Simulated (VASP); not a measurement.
# LiC2 (P4/mmm) in VASP: density of states with PBE

Aim: the density of states of LiC2 with PBE.

Everything below comes from runs of VASP 6.6.1. Logs are shortened: lines on timing, memory, paths and dates and some standing lists are left out, and cuts for length are marked.

## Step 1: The cell of the first run

It takes space group P4/mmm (No. 123, tetragonal). Conventional cell: a = 4.350 Å, b = 4.350 Å, c = 1.373 Å, α = 90.00°, β = 90.00°, γ = 90.00°. Li (site symmetry 4/mmm) has 2 Li at 1.37 Å within 1.8 Å. C (site symmetry mmm) has 2 C at 1.37 Å within 1.8 Å.

## Step 2: Density of states, PBE

POSCAR

```
LiC2
1.0
    4.3500918584      0.0000000000      0.0000000000
    0.0000000000      4.3500918584      0.0000000000
    0.0000000000      0.0000000000      1.3729769097
Li C
1 2
Direct
    0.0000000000      0.0000000000      0.0000000000
    0.5000000000      0.0000000000      0.0000000000
    0.0000000000      0.5000000000      0.0000000000
```

INCAR.step1

```
SYSTEM = LiC2
PREC = Accurate
ENCUT = 520
EDIFF = 1E-7
ISMEAR = 0
SIGMA = 0.1
LREAL = .FALSE.
LASPH = .TRUE.
NELM = 100
ALGO = Normal
ISIF = 2
LWAVE = .FALSE.
LCHARG = .TRUE.
GGA = PE
NBANDS = 12
```

KPOINTS.step1

```
Automatic mesh
0
G
  10 10 32
  0 0 0
```

INCAR.step2

```
SYSTEM = LiC2
PREC = Accurate
ENCUT = 520
EDIFF = 1E-7
ISMEAR = -5
SIGMA = 0.1
LREAL = .FALSE.
LASPH = .TRUE.
NELM = 100
ALGO = Normal
ISIF = 2
LWAVE = .FALSE.
LCHARG = .FALSE.
GGA = PE
LORBIT = 11
NEDOS = 1001
ICHARG = 11
```

KPOINTS.step2

```
Automatic mesh
0
G
  15 15 48
  0 0 0
```

Potentials or basis: VASP PAW PBE potentials, release 64 (Li_sv, C).

Started as:

```sh
> cat potpaw_PBE.64/Li_sv/POTCAR potpaw_PBE.64/C/POTCAR > POTCAR
> cp INCAR.step1 INCAR
> cp KPOINTS.step1 KPOINTS
> mpirun -np 1 vasp_std > vasp.out
> cp INCAR.step2 INCAR
> cp KPOINTS.step2 KPOINTS
> mpirun -np 1 vasp_std > vasp.out
```

OUTCAR:

```text
SYSTEM = LiC2
   PREC = Accurate
   ENCUT = 520
   EDIFF = 1E-7
   ISMEAR = -5
   LREAL = .FALSE.
   LASPH = .TRUE.
   NELM = 100
   ISIF = 2
   GGA = PE
   LORBIT = 11
   ICHARG = 11

 ion  position               nearest neighbor table
   1  0.000  0.000  0.000-   2 2.18   3 2.18   3 2.18   2 2.18
   2  0.500  0.000  0.000-   1 2.18   1 2.18
   3  0.000  0.500  0.000-   1 2.18   1 2.18

  LATTYP: Found a simple tetragonal cell.
 ALAT       =     4.3500918584
 C/A-ratio  =     0.3156202109

  Lattice vectors:

 A1 = (   4.3500918584,   0.0000000000,   0.0000000000)
 A2 = (   0.0000000000,   4.3500918584,   0.0000000000)
 A3 = (   0.0000000000,   0.0000000000,   1.3729769097)

Analysis of symmetry for initial positions (statically):
=====================================================================
 Subroutine PRICEL returns:
 Original cell was already a primitive cell.

 Routine SETGRP: Setting up the symmetry group for a
 simple tetragonal supercell.

 Subroutine GETGRP returns: Found 16 space group operations
 (whereof 16 operations were pure point group operations)
 out of a pool of 16 trial point group operations.

The static configuration has the point symmetry D_4h.

Analysis of symmetry for dynamics (positions and initial velocities):
=====================================================================
 Subroutine PRICEL returns:
 Original cell was already a primitive cell.

 Routine SETGRP: Setting up the symmetry group for a
 simple tetragonal supercell.

 Subroutine GETGRP returns: Found 16 space group operations
 (whereof 16 operations were pure point group operations)
 out of a pool of 16 trial point group operations.

The dynamic configuration has the point symmetry D_4h.

 Subroutine INISYM returns: Found 16 space group operations
 (whereof 16 operations are pure point group operations),
 and found     1 'primitive' translations

----------------------------------------------------------------------------------------

                                     Primitive cell

  volume of cell :      25.9813

  direct lattice vectors                    reciprocal lattice vectors
     4.350091858  0.000000000  0.000000000     0.229880203  0.000000000  0.000000000
     0.000000000  4.350091858  0.000000000     0.000000000  0.229880203  0.000000000
     0.000000000  0.000000000  1.372976910     0.000000000  0.000000000  0.728344368

  length of vectors
     4.350091858  4.350091858  1.372976910     0.229880203  0.229880203  0.728344368

  position of ions in fractional coordinates (direct lattice)
     0.000000000  0.000000000  0.000000000
     0.500000000  0.000000000  0.000000000
     0.000000000  0.500000000  0.000000000

  ion indices of the primitive-cell ions
   primitive index   ion index
                 1           1
                 2           2
                 3           3

----------------------------------------------------------------------------------------

 KPOINTS: Automatic mesh

Automatic generation of k-mesh.
 Grid dimensions read from file:
 generate k-points for:   15   15   48

 Generating k-lattice:

  Cartesian coordinates                     Fractional coordinates (reciprocal lattice)
     0.015325347  0.000000000  0.000000000     0.066666667  0.000000000  0.000000000
     0.000000000  0.015325347  0.000000000     0.000000000  0.066666667  0.000000000
     0.000000000  0.000000000  0.015173841     0.000000000  0.000000000  0.020833333

  Length of vectors
     0.015325347  0.015325347  0.015173841

  Shift w.r.t. Gamma in fractional coordinates (k-lattice)
     0.000000000  0.000000000  0.000000000

 TETIRR: Found  16152 inequivalent tetrahedra from    64800

 Subroutine IBZKPT returns following result:
 ===========================================

 Found    900 irreducible k-points:

 Following reciprocal coordinates:
            Coordinates               Weight
  0.000000  0.000000  0.000000      1.000000
  0.066667  0.000000  0.000000      4.000000
  0.133333  0.000000  0.000000      4.000000
  0.200000  0.000000  0.000000      4.000000
  0.266667  0.000000  0.000000      4.000000
  0.333333  0.000000  0.000000      4.000000
[... 16 lines left out ...]
  0.266667  0.200000  0.000000      8.000000
  0.333333  0.200000  0.000000      8.000000
 [... further k-points ...]
   k-points           NKPTS =    900   k-points in BZ     NKDIM =    900   number of bands    NBANDS=      9
   number of dos      NEDOS =   1001   number of ions     NIONS =      3
   total plane-waves  NPLWV =  10240
   dimension x,y,z NGX =    32 NGY =   32 NGZ =   10
   dimension x,y,z NGXF=    64 NGYF=   64 NGZF=   20
   ions per type =               1   2
   NGX,Y,Z   is equivalent  to a cutoff of  12.23, 12.23, 12.11 a.u.
   NGXF,Y,Z  is equivalent  to a cutoff of  24.46, 24.46, 24.22 a.u.
 SYSTEM =  LiC2
   PREC   = accura    normal or accurate (medium, high low for compatibility)
   ISTART =      0    job   : 0-new  1-cont  2-samecut
   ICHARG =     11    charge: 1-file 2-atom 10-const
   ISPIN  =      1    spin polarized calculation?
   LNONCOLLINEAR =      F non collinear calculations
   LSORBIT =      F    spin-orbit coupling
   LASPH  =      T    aspherical Exc in radial PAW
   ENCUT  =  520.0 eV  38.22 Ry    6.18 a.u.   8.09  8.09  2.55*2*pi/ulx,y,z
   NELM   =    100;   NELMIN=  2; NELMDL=  0     # of ELM steps
   EDIFF  = 0.1E-06   stopping-criterion for ELM
   LREAL  =      F    real-space projection
   EDIFFG = 0.1E-05   stopping-criterion for IOM
   NSW    =      0    number of steps for IOM
   IBRION =     -1    ionic relax: 0-MD 1-quasi-New 2-CG
   NFREE  =      0    steps in history (QN), initial steepest desc. (CG)
   ISIF   =      2    stress and relaxation
   ISYM   =      2    0-nonsym 1-usesym 2-fastsym
   POTIM  = 0.5000    time-step for ionic-motion
   TEBEG  =    0.0;   TEEND  =   0.0 temperature during run
   PSTRESS=    0.0 pullay stress
   NELECT =      11.0000    total number of electrons
   NUPDOWN=      -1.0000    fix difference up-down
   EMIN   =  10.00;   EMAX   =-10.00  energy-range for DOS
   EFERMI =   0.00;   METHOD = LEGACY
   ISMEAR =    -5;   SIGMA  =   0.10  broadening in eV -4-tet -1-fermi 0-gaus
   EFERMI_NEDOS =   21; number of points for ismear=-14 and -15
   IALGO  =     38    algorithm
   IMIX   =      4    mixing-type and parameters
     AMIX     =   0.40;   BMIX     =  1.00
     AMIX_MAG =   1.60;   BMIX_MAG =  1.00
  volume/ion in A,a.u.               =       8.66        58.44
  Fermi-wavevector in a.u.,A,eV,Ry     =   1.229284  2.323011 20.560309  1.511140
  Thomas-Fermi vector in A             =   2.364177
   LORBIT       =     11    0 simple, 1 ext, 2 COOP (PROOUT), +10 PAW based schemes
   GGA     = PE    functional components
   LHFCALC =     F    Hartree Fock is set to
   AEXX    =    0.0000 exact exchange contribution
   IVDW    =     0    specifies the selected vdW correction
   LEPSILON=     F    determine dielectric tensor
   LRPA    =     F    only Hartree local field effects (RPA)
 non-spin polarized calculation
 Fermi weights with tetrahedron method with Bloechl corrections
  energy-cutoff  :      520.00
  volume of cell :       25.98
 maximum number of plane-waves:       733

 number of electron      11.0000011 magnetization

 Free energy of the ion-electron system (eV)
  ---------------------------------------------------
  ext. energy  EPLUGINS =         0.00000000
  ---------------------------------------------------
  free energy    TOTEN  =       -16.09115488 eV

  energy without entropy =      -16.09115488  energy(sigma->0) =      -16.09115488

 E-fermi :   5.6004     XC(G=0): -10.1842

 val. band max:        5.6269634246   @ k =   0.3333   0.0000   0.2917
 cond. band min:       5.6028359873   @ k =   0.4000   0.2000   0.3125
 fundamental gap:     -0.0241274373
 Fermi energy:         5.6004497374

 k-point     1 :       0.0000    0.0000    0.0000
  band No.  band energies     occupation
      1     -47.5876      2.00000
      2     -12.3795      2.00000
      3     -11.0738      2.00000
      4      -3.2531      2.00000
      5      -3.2531      2.00000
      6       0.3834      2.00000
      7       0.3834      2.00000
      8       9.3991      0.00000
      9      10.4449      0.00000

 k-point     2 :       0.0667    0.0000    0.0000
  band No.  band energies     occupation
      1     -47.5875      2.00000
      2     -12.3694      2.00000
      3     -11.0943      2.00000
      4      -3.2373      2.00000
      5      -3.2085      2.00000
      6       0.3482      2.00000
      7       0.3506      2.00000
      8       9.3914      0.00000
      9      10.4995      0.00000

 k-point     3 :       0.1333    0.0000    0.0000
  band No.  band energies     occupation
      1     -47.5875      2.00000
      2     -12.3392      2.00000
      3     -11.1538      2.00000
      4      -3.1914      2.00000
      5      -3.0792      2.00000
      6       0.2481      2.00000
      7       0.2557      2.00000
      8       9.3435      0.00000
      9      10.6749      0.00000

 k-point     4 :       0.2000    0.0000    0.0000
  band No.  band energies     occupation
      1     -47.5875      2.00000
      2     -12.2893      2.00000
      3     -11.2458      2.00000
      4      -3.1196      2.00000
      5      -2.8779      2.00000
      6       0.0984      2.00000
      7       0.1078      2.00000
      8       9.2344      0.00000
      9      10.9823      0.00000
[... 205 lines left out ...]
 k-point    22 :       0.2000    0.2000    0.0000
  band No.  band energies     occupation
      1     -47.5875      2.00000
      2     -12.2133      2.00000
      3     -11.3774      2.00000
      4      -3.2734      2.00000
      5      -2.2533      2.00000
      6      -0.7330      2.00000
      7       0.5996      2.00000
      8       8.8327      0.00000
      9      11.5140      0.00000

 k-point    23 :       0.2667    0.2000    0.0000
  band No.  band energies     occupation
      1     -47.5875      2.00000
      2     -12.1558      2.00000
      3     -11.4672      2.00000
      4      -3.2664      2.00000
      5      -1.9436      2.00000
      6      -1.0038      2.00000
      7       0.6316      2.00000
      8       8.6477      0.00000
      9      10.8968      0.00000

 k-point    24 :       0.3333    0.2000    0.0000
  band No.  band energies     occupation
      1     -47.5874      2.00000
      2     -12.0841      2.00000
      3     -11.5692      2.00000
      4      -3.2342      2.00000
      5      -1.6390      2.00000
      6      -1.2352      2.00000
      7       0.6004      2.00000
      8       8.4945      0.00000
      9      10.4362      0.00000

 [... further k-points ...]
[... 5 lines left out ...]
  --------------------------------------------------------------------------------------
  -------------------------------------------------------------------------------------
  Total        0.0168751      0.0168751     -0.1780039      0.0000000      0.0000000     -0.0000000
  in kB        1.0406284      1.0406284    -10.9769066      0.0000000      0.0000000     -0.0000000
  external PRESSURE =      -2.9652166 kB  Pullay stress =       0.0000000 kB

 VOLUME and BASIS-vectors are now :
 -----------------------------------------------------------------------------
  energy-cutoff  :      520.00
  volume of cell :       25.98
      direct lattice vectors                 reciprocal lattice vectors
     4.350091858  0.000000000  0.000000000     0.229880203  0.000000000  0.000000000
     0.000000000  4.350091858  0.000000000     0.000000000  0.229880203  0.000000000
     0.000000000  0.000000000  1.372976910     0.000000000  0.000000000  0.728344368

 POSITION                                       TOTAL-FORCE (eV/Angst)
 -----------------------------------------------------------------------------------
      0.00000      0.00000      0.00000         0.000000      0.000000      0.000000
      2.17505      0.00000      0.00000         0.000000      0.000000      0.000000
      0.00000      2.17505      0.00000         0.000000      0.000000      0.000000
 -----------------------------------------------------------------------------------
    total drift:                                0.000000      0.000000     -0.000000

  FREE ENERGIE OF THE ION-ELECTRON SYSTEM (eV)
  ---------------------------------------------------
  free  energy   TOTEN  =       -16.0911548810 eV

  energy  without entropy=      -16.0911548810  energy(sigma->0) =      -16.09115488

 total charge

# of ion       s       p       d       tot
------------------------------------------
    1        2.045   0.126   0.000   2.171
    2        0.814   1.719   0.000   2.532
    3        0.814   1.719   0.000   2.532
--------------------------------------------------
tot          3.672   3.563   0.000   7.235
```

Wall time 60 s (1 thread of AMD EPYC 9R45 (Zen 5), shared host); peak memory 0.29 GiB.

What came out:

```
Valence electrons inside the program's atomic spheres : Li 2.17; C 2.53
```

Caveat: the cutoff is under 1.25 times the usual one of these potentials, so pressure, stress and relaxed cells hold a basis-set (Pulay) error; tetrahedron occupations give inexact forces and stress in metals.
